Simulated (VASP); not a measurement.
A run of VASP 6.6.1:

INCAR

```
PREC = Accurate
ENCUT = 520
EDIFF = 1E-7
ISMEAR = 0
SIGMA = 0.15
LREAL = False
LASPH = True
NELM = 100
ALGO = Fast
ISIF = 2
LWAVE = False
LCHARG = False
GGA = PE
NBANDS = 10
```

KPOINTS

```
Automatic mesh
0
Gamma
  14 14 14
```

Contents of POSCAR:

```
K
1.0
   -2.4216500000      2.4216500000      2.6180000000
    2.4216500000     -2.4216500000      2.6180000000
    2.4216500000      2.4216500000     -2.6180000000
K
1
Direct
    0.0000000000      0.0000000000      0.0000000000
```

Potentials or basis: VASP PAW PBE potentials, release 64 (K_sv).

The run is started by

```console
$ cat potpaw_PBE.64/K_sv/POTCAR > POTCAR
$ mpirun -np 1 vasp_std > vasp.out
```

Hardware: 1 thread of Intel Xeon 8259CL, on a shared host.

Estimate the wall time of this run.

Wall time 2.3 min on 1 thread of Intel Xeon 8259CL (shared host), peak memory 0.28 GiB. Counts: scf iterations 13, k points 244.
